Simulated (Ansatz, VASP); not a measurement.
# HfN: VASP beside Ansatz

File INCAR:

```
PREC     = Accurate       # precision mode
ENCUT    = 520            # plane-wave cutoff, eV
EDIFF    = 1E-6           # SCF threshold, eV
ISMEAR   = 0              # smearing method
SIGMA    = 0.15           # smearing width, eV
LREAL    = False          # projectors in reciprocal space
LASPH    = True           # aspherical terms in the spheres
NELM     = 60             # most SCF steps
ALGO     = Normal         # electronic algorithm
ISIF     = 2              # what is computed and relaxed
LWAVE    = False          # write WAVECAR
LCHARG   = True           # write CHGCAR
GGA      = PS             # functional
LELF     = True           # ELF
LVHAR    = True         
NBANDS   = 14             # bands
```

Contents of KPOINTS:

```
Automatic mesh
0
Gamma
  18 18 18
```

The input POSCAR:

```
HfN
1.0
    0.0000000000      2.1460500000      2.3719500000
    2.1460500000      0.0000000000      2.3719500000
    2.1460500000      2.1460500000      0.0000000000
Hf N
1 1
Direct
    0.0000000000      0.0000000000      0.0000000000
    0.5000000000      0.5000000000      0.5000000000
```

Input for Ansatz:

```yaml
crystal:
  lattice:
    - [0.0, 2.14605, 2.37195]
    - [2.14605, 0.0, 2.37195]
    - [2.14605, 2.14605, 0.0]
  atoms:
    - { symbol: Hf, position: [0.0, 0.0, 0.0] }
    - { symbol: "N", position: [0.5, 0.5, 0.5] }
basis:
  ecutwfc: 420
kpoints:
  mp_grid: { grid: [18, 18, 18] }
hamiltonian:
  xc: pbesol
scf:
  occupations: { method: gaussian, width: 0.15 }
output:
  forces: true
  stress: true
  eigenvalues: true
```

Change from the starting cell: strain -0.050 along x and y, +0.050 along z, atoms carried along.

Alike in both runs: task single point; functional PBEsol; k mesh 18 × 18 × 18; occupations gaussian, width 0.15 eV; no spin polarisation.

|  | VASP | Ansatz |
| --- | --- | --- |
| version | VASP 6.6.1 | Ansatz 0.2.0 |
| potentials or method | VASP PAW PBE potentials, release 64 (Hf_pv, N), cutoff 520 eV | scalar-relativistic, plane waves, PAW |
| valence electrons in the cell | 15 | 31 |

VASP gave:

| Item | Value |
| --- | --- |
| gap on the k mesh at the Fermi level (eV) | none |
| pressure (GPa) | 18.3 |
| traceless stress, the component that is largest in VASP (GPa) | -37.29 |

Q: Estimate Ansatz's values.

A: gap on the k mesh at the Fermi level (eV): none; pressure (GPa): 20.4; traceless stress, the component that is largest in VASP (GPa): -37.30.

VASP's potentials were made for PBE, not for PBEsol. A gap of «none» marks a metal or a gap that the smearing closes. VASP's potentials hold 15 valence electrons a cell and Ansatz's 31, so a difference there can come from the potentials and not from the codes.

Spin-orbit coupling is off throughout.
